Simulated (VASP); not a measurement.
# ZnO (P6_3/mmc) in VASP: notebook

The runs below take ZnO through single point, with PBE, r2SCAN.

Everything below comes from runs of VASP 6.6.1. Logs are shortened: lines on timing, memory, paths and dates and some standing lists are left out, and cuts for length are marked.

### Step 1. The cell of the first run

It takes space group P6_3/mmc (No. 194, hexagonal). The conventional cell has a = 3.554 Å, b = 3.554 Å, c = 4.658 Å, α = 90.00°, β = 90.00°, γ = 120.00°. Within 2.7 Å of Zn (site symmetry -6m2) lie 5 O at 2.05 to 2.33 Å. O (site symmetry -6m2) has 5 Zn at 2.05 to 2.33 Å within 2.7 Å.

### Step 2. Single point, PBE (strain +4.0%)

INCAR reads:

```
SYSTEM = ZnO
  PREC = Accurate
  ENCUT = 520
  EDIFF = 1E-7
  ISMEAR = -1
  SIGMA = 0.02
  LREAL = .FALSE.
  LASPH = .TRUE.
  NELM = 100
  ALGO = Normal
  ISIF = 2
  LWAVE = .FALSE.
  LCHARG = .TRUE.
  GGA = PE
  LELF = .TRUE.
  LVHAR = .TRUE.
  NBANDS = 26
```

KPOINTS reads:

```
Automatic mesh
0
G
  12 12 6
  0 0 0
```

POSCAR reads:

```
ZnO
1.0
    3.5538781085      0.0000000000      0.0000000000
   -1.7769390542      3.0777487239      0.0000000000
    0.0000000000      0.0000000000      4.6575658917
Zn O
2 2
Direct
    0.3333333333      0.6666666667      0.2500000000
    0.6666666667      0.3333333333      0.7500000000
    0.6666666667      0.3333333333      0.2500000000
    0.3333333333      0.6666666667      0.7500000000
```

Potentials or basis: VASP PAW PBE potentials, release 64 (Zn, O).

Started as:

```sh
$ cat potpaw_PBE.64/Zn/POTCAR potpaw_PBE.64/O/POTCAR > POTCAR
$ mpirun -np 1 vasp_std > vasp.out
```

OUTCAR:

```text
SYSTEM = ZnO
   PREC = Accurate
   ENCUT = 520
   EDIFF = 1E-7
   ISMEAR = -1
   LREAL = .FALSE.
   LASPH = .TRUE.
   NELM = 100
   ISIF = 2
   GGA = PE

 ion  position               nearest neighbor table
   1  0.333  0.667  0.250-   3 2.05   3 2.05   3 2.05   4 2.33   4 2.33
   2  0.667  0.333  0.750-   4 2.05   4 2.05   4 2.05   3 2.33   3 2.33
   3  0.667  0.333  0.250-   1 2.05   1 2.05   1 2.05   2 2.33   2 2.33
   4  0.333  0.667  0.750-   2 2.05   2 2.05   2 2.05   1 2.33   1 2.33

  LATTYP: Found a hexagonal cell.
 ALAT       =     3.5538781085
 C/A-ratio  =     1.3105587050

  Lattice vectors:

 A1 = (   3.5538781085,   0.0000000000,   0.0000000000)
 A2 = (  -1.7769390542,   3.0777487239,   0.0000000000)
 A3 = (   0.0000000000,   0.0000000000,   4.6575658917)

Analysis of symmetry for initial positions (statically):
=====================================================================
 Subroutine PRICEL returns:
 Original cell was already a primitive cell.

 Routine SETGRP: Setting up the symmetry group for a
 hexagonal supercell.

 Subroutine GETGRP returns: Found 24 space group operations
 (whereof 12 operations were pure point group operations)
 out of a pool of 24 trial point group operations.

The static configuration has the point symmetry D_3d.
 The point group associated with its full space group is D_6h.

Analysis of symmetry for dynamics (positions and initial velocities):
=====================================================================
 Subroutine PRICEL returns:
 Original cell was already a primitive cell.

 Routine SETGRP: Setting up the symmetry group for a
 hexagonal supercell.

 Subroutine GETGRP returns: Found 24 space group operations
 (whereof 12 operations were pure point group operations)
 out of a pool of 24 trial point group operations.

The dynamic configuration has the point symmetry D_3d.
 The point group associated with its full space group is D_6h.

 Subroutine INISYM returns: Found 24 space group operations
 (whereof 12 operations are pure point group operations),
 and found     1 'primitive' translations

----------------------------------------------------------------------------------------

                                     Primitive cell

  volume of cell :      50.9442

  direct lattice vectors                    reciprocal lattice vectors
     3.553878109  0.000000000  0.000000000     0.281382751  0.162456407  0.000000000
    -1.776939054  3.077748724  0.000000000     0.000000000  0.324912814  0.000000000
     0.000000000  0.000000000  4.657565892     0.000000000  0.000000000  0.214704424

  length of vectors
     3.553878109  3.553878108  4.657565892     0.324912814  0.324912814  0.214704424

  position of ions in fractional coordinates (direct lattice)
     0.333333333  0.666666667  0.250000000
     0.666666667  0.333333333  0.750000000
     0.666666667  0.333333333  0.250000000
     0.333333333  0.666666667  0.750000000

  ion indices of the primitive-cell ions
   primitive index   ion index
                 1           1
                 2           2
                 3           3
                 4           4

----------------------------------------------------------------------------------------

 KPOINTS: Automatic mesh

Automatic generation of k-mesh.
 Grid dimensions read from file:
 generate k-points for:   12   12    6

 Generating k-lattice:

  Cartesian coordinates                     Fractional coordinates (reciprocal lattice)
     0.023448563  0.013538034  0.000000000     0.083333333  0.000000000  0.000000000
     0.000000000  0.027076068  0.000000000     0.000000000  0.083333333  0.000000000
     0.000000000  0.000000000  0.035784071     0.000000000  0.000000000  0.166666667

  Length of vectors
     0.027076068  0.027076068  0.035784071

  Shift w.r.t. Gamma in fractional coordinates (k-lattice)
     0.000000000  0.000000000  0.000000000

 Subroutine IBZKPT returns following result:
 ===========================================

 Found     76 irreducible k-points:

 Following reciprocal coordinates:
            Coordinates               Weight
  0.000000  0.000000  0.000000      1.000000
  0.083333  0.000000  0.000000      6.000000
  0.166667  0.000000  0.000000      6.000000
  0.250000  0.000000  0.000000      6.000000
  0.333333  0.000000  0.000000      6.000000
  0.416667  0.000000  0.000000      6.000000
[... 16 lines left out ...]
  0.250000  0.000000  0.166667     12.000000
  0.333333  0.000000  0.166667     12.000000
 [... further k-points ...]
   k-points           NKPTS =     76   k-points in BZ     NKDIM =     76   number of bands    NBANDS=     26
   number of dos      NEDOS =    301   number of ions     NIONS =      4
   total plane-waves  NPLWV =  28224
   dimension x,y,z NGX =    28 NGY =   28 NGZ =   36
   dimension x,y,z NGXF=    56 NGYF=   56 NGZF=   72
   ions per type =               2   2
   NGX,Y,Z   is equivalent  to a cutoff of  13.10, 13.10, 12.85 a.u.
   NGXF,Y,Z  is equivalent  to a cutoff of  26.20, 26.20, 25.70 a.u.
 SYSTEM =  ZnO
   PREC   = accura    normal or accurate (medium, high low for compatibility)
   ISTART =      0    job   : 0-new  1-cont  2-samecut
   ICHARG =      2    charge: 1-file 2-atom 10-const
   ISPIN  =      1    spin polarized calculation?
   LNONCOLLINEAR =      F non collinear calculations
   LSORBIT =      F    spin-orbit coupling
   LASPH  =      T    aspherical Exc in radial PAW
   ENCUT  =  520.0 eV  38.22 Ry    6.18 a.u.   6.61  6.61  8.66*2*pi/ulx,y,z
   NELM   =    100;   NELMIN=  2; NELMDL= -5     # of ELM steps
   EDIFF  = 0.1E-06   stopping-criterion for ELM
   LREAL  =      F    real-space projection
   EDIFFG = 0.1E-05   stopping-criterion for IOM
   NSW    =      0    number of steps for IOM
   IBRION =     -1    ionic relax: 0-MD 1-quasi-New 2-CG
   NFREE  =      0    steps in history (QN), initial steepest desc. (CG)
   ISIF   =      2    stress and relaxation
   ISYM   =      2    0-nonsym 1-usesym 2-fastsym
   POTIM  = 0.5000    time-step for ionic-motion
   TEBEG  =    0.0;   TEEND  =   0.0 temperature during run
   PSTRESS=    0.0 pullay stress
   NELECT =      36.0000    total number of electrons
   NUPDOWN=      -1.0000    fix difference up-down
   EMIN   =  10.00;   EMAX   =-10.00  energy-range for DOS
   EFERMI =   0.00;   METHOD = LEGACY
   ISMEAR =    -1;   SIGMA  =   0.02  broadening in eV -4-tet -1-fermi 0-gaus
   EFERMI_NEDOS =   21; number of points for ismear=-14 and -15
   IALGO  =     38    algorithm
   IMIX   =      4    mixing-type and parameters
     AMIX     =   0.40;   BMIX     =  1.00
     AMIX_MAG =   1.60;   BMIX_MAG =  1.00
  volume/ion in A,a.u.               =      12.74        85.95
  Fermi-wavevector in a.u.,A,eV,Ry     =   1.458179  2.755558 28.929867  2.126285
  Thomas-Fermi vector in A             =   2.574894
   LORBIT       =      0    0 simple, 1 ext, 2 COOP (PROOUT), +10 PAW based schemes
   GGA     = PE    functional components
   LHFCALC =     F    Hartree Fock is set to
   AEXX    =    0.0000 exact exchange contribution
   IVDW    =     0    specifies the selected vdW correction
   LEPSILON=     F    determine dielectric tensor
   LRPA    =     F    only Hartree local field effects (RPA)
 non-spin polarized calculation
  energy-cutoff  :      520.00
  volume of cell :       50.94
 maximum number of plane-waves:      1409
 NGX is ok and might be reduce to    28
   NGX = 13   NGY = 13   NGZ = 17

 number of electron      35.9999979 magnetization

 Free energy of the ion-electron system (eV)
  ---------------------------------------------------
  ext. energy  EPLUGINS =         0.00000000
  ---------------------------------------------------
  free energy    TOTEN  =       -17.49537932 eV

  energy without entropy =      -17.49537932  energy(sigma->0) =      -17.49537932

 E-fermi :   0.8805     XC(G=0): -10.5877

 val. band max:        0.5223212437   @ k =   0.3333   0.3333   0.5000
 cond. band min:       1.1967217359   @ k =   0.0000   0.0000   0.0000
 fundamental gap:      0.6744004921
 Fermi energy:         0.8805248747

 k-point     1 :       0.0000    0.0000    0.0000
  band No.  band energies     occupation
      1     -16.7845      2.00000
      2     -15.8428      2.00000
      3      -4.8084      2.00000
      4      -4.8084      2.00000
      5      -4.7309      2.00000
      6      -4.7309      2.00000
[... 18 lines left out ...]
     25      12.9204      0.00000
     26      15.2873      0.00000

 k-point     2 :       0.0833    0.0000    0.0000
  band No.  band energies     occupation
      1     -16.7544      2.00000
      2     -15.8394      2.00000
      3      -4.8074      2.00000
      4      -4.7825      2.00000
      5      -4.7430      2.00000
      6      -4.6934      2.00000
[... 18 lines left out ...]
     25      13.0830      0.00000
     26      16.0973      0.00000

 k-point     3 :       0.1667    0.0000    0.0000
  band No.  band energies     occupation
      1     -16.6692      2.00000
      2     -15.8330      2.00000
      3      -4.8226      2.00000
      4      -4.7380      2.00000
      5      -4.7040      2.00000
      6      -4.5899      2.00000
[... 18 lines left out ...]
     25      13.5716      0.00000
     26      14.8332      0.00000

 k-point     4 :       0.2500    0.0000    0.0000
  band No.  band energies     occupation
      1     -16.5429      2.00000
      2     -15.8327      2.00000
      3      -4.8481      2.00000
      4      -4.6700      2.00000
      5      -4.5800      2.00000
      6      -4.4399      2.00000
[... 18 lines left out ...]
     25      13.5246      0.00000
     26      14.3640      0.00000
[... 496 lines left out ...]
      1     -16.6101      2.00000
      2     -15.8841      2.00000
      3      -4.8506      2.00000
      4      -4.7800      2.00000
      5      -4.7152      2.00000
      6      -4.6250      2.00000
[... 18 lines left out ...]
     25      13.1762      0.00000
     26      14.3739      0.00000

 k-point    23 :       0.2500    0.0000    0.1667
  band No.  band energies     occupation
      1     -16.4903      2.00000
      2     -15.8733      2.00000
      3      -4.8830      2.00000
      4      -4.7415      2.00000
      5      -4.5909      2.00000
      6      -4.4836      2.00000
[... 18 lines left out ...]
     25      13.3610      0.00000
     26      13.7383      0.00000

 k-point    24 :       0.3333    0.0000    0.1667
  band No.  band energies     occupation
      1     -16.3545      2.00000
      2     -15.8767      2.00000
      3      -4.8851      2.00000
      4      -4.6591      2.00000
      5      -4.4464      2.00000
      6      -4.3912      2.00000
[... 18 lines left out ...]
     25      12.7370      0.00000
     26      14.2474      0.00000

 [... further k-points ...]

------------------------ aborting loop because EDIFF is reached ----------------------------------------

  FORCE on cell =-STRESS in cart. coord.  units (eV):
  Direction    XX          YY          ZZ          XY          YZ          ZX
  --------------------------------------------------------------------------------------
  -------------------------------------------------------------------------------------
  Total       -2.8741100     -2.8741100     -1.9599093     -0.0000000      0.0000000      0.0000000
  in kB      -90.3897692    -90.3897692    -61.6384722     -0.0000000      0.0000000      0.0000000
  external PRESSURE =     -80.8060035 kB  Pullay stress =       0.0000000 kB

 VOLUME and BASIS-vectors are now :
 -----------------------------------------------------------------------------
  energy-cutoff  :      520.00
  volume of cell :       50.94
      direct lattice vectors                 reciprocal lattice vectors
     3.553878109  0.000000000  0.000000000     0.281382751  0.162456407  0.000000000
    -1.776939054  3.077748724  0.000000000     0.000000000  0.324912814  0.000000000
     0.000000000  0.000000000  4.657565892     0.000000000  0.000000000  0.214704424

 POSITION                                       TOTAL-FORCE (eV/Angst)
 -----------------------------------------------------------------------------------
     -0.00000      2.05183      1.16439         0.000000     -0.000000      0.000000
      1.77694      1.02592      3.49317        -0.000000      0.000000      0.000000
      1.77694      1.02592      1.16439         0.000000      0.000000      0.000000
     -0.00000      2.05183      3.49317        -0.000000      0.000000      0.000000
 -----------------------------------------------------------------------------------
    total drift:                               -0.000000      0.000000     -0.000000

  FREE ENERGIE OF THE ION-ELECTRON SYSTEM (eV)
  ---------------------------------------------------
  free  energy   TOTEN  =       -17.4953793193 eV

  energy  without entropy=      -17.4953793191  energy(sigma->0) =      -17.49537932
```

Wall time 2.8 min (1 thread of Intel Xeon 8259CL, shared host); peak memory 0.23 GiB.

What came out:

```
Free energy            : -17.4954 eV
Pressure               : -8.1 GPa
Band gap on the k mesh : 0.67 eV (least direct gap 0.79 eV)
```

Stress tensor (GPa, compression positive):
```
-9.04  0.00  0.00
 0.00 -9.04  0.00
 0.00  0.00 -6.16
```

Caveat: the cell differs from its parent crystal (strain +4.0%); the cell stands under tension.

[end of part 1 of 2]
